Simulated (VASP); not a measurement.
# LiReC4 (R3m) in VASP: single point with PBE

Aim: the single point of LiReC4 with PBE.

Everything below comes from runs of VASP 6.6.1. Logs are shortened: lines on timing, memory, paths and dates and some standing lists are left out, and cuts for length are marked.

## Step 1: The cell of the first run

Symmetry: R3m, No. 160, trigonal system. The conventional cell has a = 4.444 Å, b = 4.444 Å, c = 12.643 Å, α = 90.00°, β = 90.00°, γ = 120.00°. Within 3.4 Å of Li (site symmetry 3m) lie 4 Re at 2.59 to 3.04 Å and 13 C at 2.65 to 2.99 Å. Within 3.1 Å of Re (site symmetry 3m) lie 9 C at 2.34 to 2.77 Å and 4 Li at 2.59 to 3.04 Å. Within 1.7 Å of C (site symmetry m) lie 1 C at 1.29 Å. Within 1.7 Å of C (site symmetry 3m) lie 3 C at 1.29 Å.

## Step 2: Single point, PBE

INCAR

```
PREC = Accurate
ENCUT = 520
EDIFF = 1E-6
ISMEAR = 0
SIGMA = 0.1
LREAL = False
LASPH = True
NELM = 100
ALGO = Normal
ISIF = 2
LWAVE = False
LCHARG = False
GGA = PE
NBANDS = 22
```

KPOINTS

```
regular mesh
0
Gamma
  6 6 6
```

POSCAR

```
LiReC4
1.0
    2.2218486200      1.2827849000      4.2141792200
   -2.2218486200      1.2827849000      4.2141792200
    0.0000000000     -2.5655698000      4.2141792200
Li Re C
1 1 4
Direct
    0.5363095600      0.5363095600      0.5363095600
    0.7412468600      0.7412468600      0.7412468600
    0.1890955100      0.6752185100      0.1890955100
    0.1890955100      0.1890955100      0.6752185100
    0.6752185100      0.1890955100      0.1890955100
    0.3244818200      0.3244818200      0.3244818200
```

Potentials or basis: VASP PAW PBE potentials, release 64 (Li_sv, Re, C).

Launch:

```sh
> cat potpaw_PBE.64/Li_sv/POTCAR potpaw_PBE.64/Re/POTCAR potpaw_PBE.64/C/POTCAR > POTCAR
> mpirun -np 1 vasp_std > vasp.out
```

OUTCAR:

```text
PREC = Accurate
   ENCUT = 520
   EDIFF = 1E-6
   ISMEAR = 0
   LREAL = False
   LASPH = True
   NELM = 100
   ISIF = 2
   GGA = PE

 ion  position               nearest neighbor table
   1  0.536  0.536  0.536-   2 2.59
   2  0.741  0.741  0.741-   4 2.34   4 2.34   3 2.34   5 2.34   3 2.34   5 2.34   1 2.59
   3  0.189  0.675  0.189-   6 1.29   2 2.34   2 2.34
   4  0.189  0.189  0.675-   6 1.29   2 2.34   2 2.34
   5  0.675  0.189  0.189-   6 1.29   2 2.34   2 2.34
   6  0.324  0.324  0.324-   3 1.29   5 1.29   4 1.29

  LATTYP: Found a trigonal (rhomboedric) cell.
 ALAT       =     4.9337059994
 COS(alpha) =     0.5943865049

  Lattice vectors:

 A1 = (   2.2218486200,   1.2827849000,   4.2141792200)
 A2 = (  -2.2218486200,   1.2827849000,   4.2141792200)
 A3 = (   0.0000000000,  -2.5655698000,   4.2141792200)

Analysis of symmetry for initial positions (statically):
=====================================================================
 Subroutine PRICEL returns:
 Original cell was already a primitive cell.

 Routine SETGRP: Setting up the symmetry group for a
 trigonal (rhombohedral) supercell.

 Subroutine GETGRP returns: Found  6 space group operations
 (whereof  6 operations were pure point group operations)
 out of a pool of 12 trial point group operations.

The static configuration has the point symmetry C_3v.

Analysis of symmetry for dynamics (positions and initial velocities):
=====================================================================
 Subroutine PRICEL returns:
 Original cell was already a primitive cell.

 Routine SETGRP: Setting up the symmetry group for a
 trigonal (rhombohedral) supercell.

 Subroutine GETGRP returns: Found  6 space group operations
 (whereof  6 operations were pure point group operations)
 out of a pool of 12 trial point group operations.

The dynamic configuration has the point symmetry C_3v.

 Subroutine INISYM returns: Found  6 space group operations
 (whereof  6 operations are pure point group operations),
 and found     1 'primitive' translations

----------------------------------------------------------------------------------------

                                     Primitive cell

  volume of cell :      72.0664

  direct lattice vectors                    reciprocal lattice vectors
     2.221848620  1.282784900  4.214179220     0.225037834  0.129925654  0.079098044
    -2.221848620  1.282784900  4.214179220    -0.225037834  0.129925654  0.079098044
     0.000000000 -2.565569800  4.214179220     0.000000000 -0.259851307  0.079098044

  length of vectors
     4.933705999  4.933705999  4.933706000     0.271623273  0.271623273  0.271623273

  position of ions in fractional coordinates (direct lattice)
     0.536309560  0.536309560  0.536309560
     0.741246860  0.741246860  0.741246860
     0.189095510  0.675218510  0.189095510
     0.189095510  0.189095510  0.675218510
     0.675218510  0.189095510  0.189095510
     0.324481820  0.324481820  0.324481820

  ion indices of the primitive-cell ions
   primitive index   ion index
                 1           1
                 2           2
                 3           3
                 4           4
                 5           5
                 6           6

----------------------------------------------------------------------------------------

 KPOINTS: regular mesh

Automatic generation of k-mesh.
 Grid dimensions read from file:
 generate k-points for:    6    6    6

 Generating k-lattice:

  Cartesian coordinates                     Fractional coordinates (reciprocal lattice)
     0.037506306  0.021654276  0.013183007     0.166666667  0.000000000  0.000000000
    -0.037506306  0.021654276  0.013183007     0.000000000  0.166666667  0.000000000
     0.000000000 -0.043308551  0.013183007     0.000000000  0.000000000  0.166666667

  Length of vectors
     0.045270546  0.045270546  0.045270546

  Shift w.r.t. Gamma in fractional coordinates (k-lattice)
     0.000000000  0.000000000  0.000000000

 Subroutine IBZKPT returns following result:
 ===========================================

 Found     32 irreducible k-points:

 Following reciprocal coordinates:
            Coordinates               Weight
  0.000000  0.000000  0.000000      1.000000
  0.166667  0.000000  0.000000      6.000000
  0.333333  0.000000  0.000000      6.000000
  0.500000  0.000000  0.000000      3.000000
  0.166667  0.166667  0.000000      6.000000
  0.333333  0.166667  0.000000     12.000000
[... 16 lines left out ...]
  0.500000  0.500000  0.166667      6.000000
 -0.333333  0.500000  0.166667     12.000000
 [... further k-points ...]
   k-points           NKPTS =     32   k-points in BZ     NKDIM =     32   number of bands    NBANDS=     22
   number of dos      NEDOS =    301   number of ions     NIONS =      6
   total plane-waves  NPLWV =  64000
   dimension x,y,z NGX =    40 NGY =   40 NGZ =   40
   dimension x,y,z NGXF=    80 NGYF=   80 NGZF=   80
   ions per type =               1   1   4
   NGX,Y,Z   is equivalent  to a cutoff of  13.48, 13.48, 13.48 a.u.
   NGXF,Y,Z  is equivalent  to a cutoff of  26.96, 26.96, 26.96 a.u.
 SYSTEM =  unknown system
   PREC   = accura    normal or accurate (medium, high low for compatibility)
   ISTART =      0    job   : 0-new  1-cont  2-samecut
   ICHARG =      2    charge: 1-file 2-atom 10-const
   ISPIN  =      1    spin polarized calculation?
   LNONCOLLINEAR =      F non collinear calculations
   LSORBIT =      F    spin-orbit coupling
   LASPH  =      T    aspherical Exc in radial PAW
   ENCUT  =  520.0 eV  38.22 Ry    6.18 a.u.   9.17  9.17  9.17*2*pi/ulx,y,z
   NELM   =    100;   NELMIN=  2; NELMDL= -5     # of ELM steps
   EDIFF  = 0.1E-05   stopping-criterion for ELM
   LREAL  =      F    real-space projection
   EDIFFG = 0.1E-04   stopping-criterion for IOM
   NSW    =      0    number of steps for IOM
   IBRION =     -1    ionic relax: 0-MD 1-quasi-New 2-CG
   NFREE  =      0    steps in history (QN), initial steepest desc. (CG)
   ISIF   =      2    stress and relaxation
   ISYM   =      2    0-nonsym 1-usesym 2-fastsym
   POTIM  = 0.5000    time-step for ionic-motion
   TEBEG  =    0.0;   TEEND  =   0.0 temperature during run
   PSTRESS=    0.0 pullay stress
   NELECT =      26.0000    total number of electrons
   NUPDOWN=      -1.0000    fix difference up-down
   EMIN   =  10.00;   EMAX   =-10.00  energy-range for DOS
   EFERMI =   0.00;   METHOD = LEGACY
   ISMEAR =     0;   SIGMA  =   0.10  broadening in eV -4-tet -1-fermi 0-gaus
   EFERMI_NEDOS =   21; number of points for ismear=-14 and -15
   IALGO  =     38    algorithm
   IMIX   =      4    mixing-type and parameters
     AMIX     =   0.40;   BMIX     =  1.00
     AMIX_MAG =   1.60;   BMIX_MAG =  1.00
  volume/ion in A,a.u.               =      12.01        81.05
  Fermi-wavevector in a.u.,A,eV,Ry     =   1.165436  2.202355 18.479992  1.358241
  Thomas-Fermi vector in A             =   2.301962
   LORBIT       =      0    0 simple, 1 ext, 2 COOP (PROOUT), +10 PAW based schemes
   GGA     = PE    functional components
   LHFCALC =     F    Hartree Fock is set to
   AEXX    =    0.0000 exact exchange contribution
   IVDW    =     0    specifies the selected vdW correction
   LEPSILON=     F    determine dielectric tensor
   LRPA    =     F    only Hartree local field effects (RPA)
 non-spin polarized calculation
 Gauss-broadening in eV      SIGMA  =   0.10
  energy-cutoff  :      520.00
  volume of cell :       72.07
 maximum number of plane-waves:      1966
 NGX is ok and might be reduce to    40
   NGX = 19   NGY = 19   NGZ = 19

 number of electron      26.0000003 magnetization

 Free energy of the ion-electron system (eV)
  ---------------------------------------------------
  ext. energy  EPLUGINS =         0.00000000
  ---------------------------------------------------
  free energy    TOTEN  =       -38.42454262 eV

  energy without entropy =      -38.40550500  energy(sigma->0) =      -38.41502381

 E-fermi :   3.7854     XC(G=0): -10.2160

 val. band max:        3.7799736116   @ k =  -0.3333   0.3333   0.1667
 cond. band min:       3.7884760929   @ k =   0.1667   0.1667   0.0000
 fundamental gap:      0.0085024813
 Fermi energy:         3.7853906295

 k-point     1 :       0.0000    0.0000    0.0000
  band No.  band energies     occupation
      1     -42.4423      2.00000
      2     -15.0022      2.00000
      3      -8.2580      2.00000
      4      -8.2580      2.00000
      5      -4.9542      2.00000
      6      -3.1926      2.00000
[... 14 lines left out ...]
     21       9.2892      0.00000
     22      11.3414      0.00000

 k-point     2 :       0.1667    0.0000    0.0000
  band No.  band energies     occupation
      1     -42.4423      2.00000
      2     -14.9375      2.00000
      3      -8.6111      2.00000
      4      -8.2783      2.00000
      5      -4.4733      2.00000
      6      -3.1282      2.00000
[... 14 lines left out ...]
     21       9.8057      0.00000
     22      11.3619      0.00000

 k-point     3 :       0.3333    0.0000    0.0000
  band No.  band energies     occupation
      1     -42.4422      2.00000
      2     -14.8010      2.00000
      3      -9.1525      2.00000
      4      -8.3181      2.00000
      5      -3.9213      2.00000
      6      -2.8977      2.00000
[... 14 lines left out ...]
     21      10.8408      0.00000
     22      11.7950      0.00000
[... 476 lines left out ...]
 k-point    23 :       0.5000    0.5000    0.1667
  band No.  band energies     occupation
      1     -42.4421      2.00000
      2     -14.7903      2.00000
      3      -9.1117      2.00000
      4      -8.3419      2.00000
      5      -3.9132      2.00000
      6      -3.2339      2.00000
[... 14 lines left out ...]
     21      10.5104      0.00000
     22      11.2840      0.00000

 k-point    24 :      -0.3333    0.5000    0.1667
  band No.  band energies     occupation
      1     -42.4421      2.00000
      2     -14.7262      2.00000
      3      -9.2088      2.00000
      4      -8.5305      2.00000
      5      -3.7074      2.00000
      6      -2.9600      2.00000
[... 14 lines left out ...]
     21      10.4140      0.00000
     22      11.0967      0.00000

 [... further k-points ...]
[... 5 lines left out ...]
  --------------------------------------------------------------------------------------
  -------------------------------------------------------------------------------------
  Total        6.0444720      6.0444720     -1.0264832      0.0000000      0.0000000      0.0000000
  in kB      134.3805442    134.3805444    -22.8207470      0.0000000      0.0000000      0.0000000
  external PRESSURE =      81.9801139 kB  Pullay stress =       0.0000000 kB

 VOLUME and BASIS-vectors are now :
 -----------------------------------------------------------------------------
  energy-cutoff  :      520.00
  volume of cell :       72.07
      direct lattice vectors                 reciprocal lattice vectors
     2.221848620  1.282784900  4.214179220     0.225037834  0.129925654  0.079098044
    -2.221848620  1.282784900  4.214179220    -0.225037834  0.129925654  0.079098044
     0.000000000 -2.565569800  4.214179220     0.000000000 -0.259851307  0.079098044

 POSITION                                       TOTAL-FORCE (eV/Angst)
 -----------------------------------------------------------------------------------
      0.00000      0.00000      6.78031         0.000000      0.000000     -0.513709
      0.00000      0.00000      9.37124         0.000000      0.000000     -2.263087
     -1.08009      0.62359      4.43926        -5.766448      3.329260      3.034681
      0.00000     -1.24718      4.43926         0.000000     -6.658521      3.034681
      1.08009      0.62359      4.43926         5.766448      3.329260      3.034681
      0.00000      0.00000      4.10227         0.000000      0.000000     -6.327247
 -----------------------------------------------------------------------------------
    total drift:                                0.000000      0.000000     -0.000382

  FREE ENERGIE OF THE ION-ELECTRON SYSTEM (eV)
  ---------------------------------------------------
  free  energy   TOTEN  =       -38.4245426236 eV

  energy  without entropy=      -38.4055049971  energy(sigma->0) =      -38.41502381
```

Wall time 74 s (1 thread of Intel Xeon Platinum 8259CL at 2.50GHz (Skylake/Cascade Lake), shared host); peak memory 0.26 GiB.

Results:

| Quantity | Value |
| --- | --- |
| Free energy | -38.4245 eV |
| Largest force | 7.317 eV/Å |
| Band gap on the k mesh | zero (band 13 reaches 4.38 eV, above the bottom of band 14 at 3.39 eV) |

Forces on the atoms (eV/Å):
```
Li   0.000  0.000 -0.514
Re   0.000  0.000 -2.263
C   -5.766  3.329  3.035
C    0.000 -6.659  3.035
C    5.766  3.329  3.035
C    0.000  0.000 -6.327
```

Levels at points of the mesh, in eV from the Fermi level:
| k point | band 11 | band 12 | band 13 | band 14 | band 15 | band 16 |
| --- | --- | --- | --- | --- | --- | --- |
| (0.00, 0.00, 0.00) | -0.83 | 0.34 | 0.60 | 0.60 | 2.65 | 2.65 |
| (0.50, 0.00, 0.00) | -2.07 | -1.48 | -0.81 | 0.28 | 0.74 | 2.36 |
| (0.50, 0.50, 0.00) | -1.88 | -1.13 | -0.62 | -0.35 | 1.17 | 1.63 |
| (0.50, 0.50, 0.50) | -0.46 | 0.23 | 0.23 | 1.23 | 3.12 | 3.12 |

Caveat: the cutoff is under 1.25 times the usual one of these potentials, so pressure, stress and relaxed cells hold a basis-set (Pulay) error; spin-orbit coupling is left out, which moves the levels of the heavy elements; forces of over 1 eV/Å act on the atoms, so gaps and moduli don't describe the material at rest.
